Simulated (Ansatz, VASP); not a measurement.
## Two plane-wave programs on MgS

Contents of INCAR:

```
SYSTEM = MgS
PREC = Accurate
ENCUT = 520
EDIFF = 1E-7
ISMEAR = 0
SIGMA = 0.05
LREAL = .False.
LASPH = .True.
NELM = 100
ALGO = Normal
ISIF = 2
LWAVE = .False.
LCHARG = .True.
GGA = PS
LELF = .True.
LVHAR = .True.
NBANDS = 16
```

Contents of KPOINTS:

```
Automatic mesh
0
Gamma
  6 6 4
  0 0 0
```

The input POSCAR:

```
MgS
1.0
    4.0346224068      0.0000000000      0.0000000000
   -2.0173112034      3.4940854990      0.0000000000
    0.0000000000      0.0000000000      6.4322941800
Mg S
2 2
Direct
    0.6666666667      0.3333333333      0.5035281263
    0.3333333333      0.6666666667      1.0035281263
    0.3333333333      0.6666666667      0.3792441500
    0.6666666667      0.3333333333      0.8792441500
```

Input for Ansatz:

```yaml
crystal:
  lattice:
    - [4.0346224068, 0.0, 0.0]
    - [-2.0173112034, 3.494085499, 0.0]
    - [0.0, 0.0, 6.43229418]
  atoms:
    - { symbol: Mg, position: [0.6666666667, 0.3333333333, 0.5035281263] }
    - { symbol: Mg, position: [0.3333333333, 0.6666666667, 1.0035281263] }
    - { symbol: S, position: [0.3333333333, 0.6666666667, 0.37924415] }
    - { symbol: S, position: [0.6666666667, 0.3333333333, 0.87924415] }
basis:
  ecutwfc: 420
kpoints:
  mp_grid: { grid: [6, 6, 4] }
hamiltonian:
  xc: pbesol
scf:
  occupations: { method: gaussian, width: 0.05 }
output:
  forces: true
  stress: true
  eigenvalues: true
```

Change from the starting cell: all Mg atoms moved +0.050 Å, as atom 1 along Cartesian [0 0 1].

Alike in both runs: task single point; functional PBEsol; k mesh 6 × 6 × 4; occupations gaussian, width 0.05 eV; no spin polarisation.

|  | VASP | Ansatz |
| --- | --- | --- |
| version | VASP 6.6.1 | Ansatz 0.2.0 |
| potentials or method | VASP PAW PBE potentials, release 64 (Mg, S), cutoff 520 eV | scalar-relativistic, plane waves, PAW |
| valence electrons in the cell | 16 | 32 |

Ansatz gave:

| Quantity | Value |
| --- | --- |
| gap on the k mesh at the Fermi level (eV) | 3.34 |
| least direct gap on the mesh (eV) | 3.34 |
| pressure (GPa) | -0.2 |
| traceless stress, the component that is largest in VASP (GPa) | 1.14 |
| rms of the force components (eV/Å) | 0.129 |

Question: Which values does VASP return?

Answer: gap on the k mesh at the Fermi level (eV): 3.34; least direct gap on the mesh (eV): 3.34; pressure (GPa): -0.3; traceless stress, the component that is largest in VASP (GPa): 1.15; rms of the force components (eV/Å): 0.129.

VASP's potentials were made for PBE, not for PBEsol. Atom by atom the forces differ by 0.000 eV/Å (rms over components). VASP's potentials hold 16 valence electrons a cell and Ansatz's 32, so a difference there can come from the potentials and not from the codes.
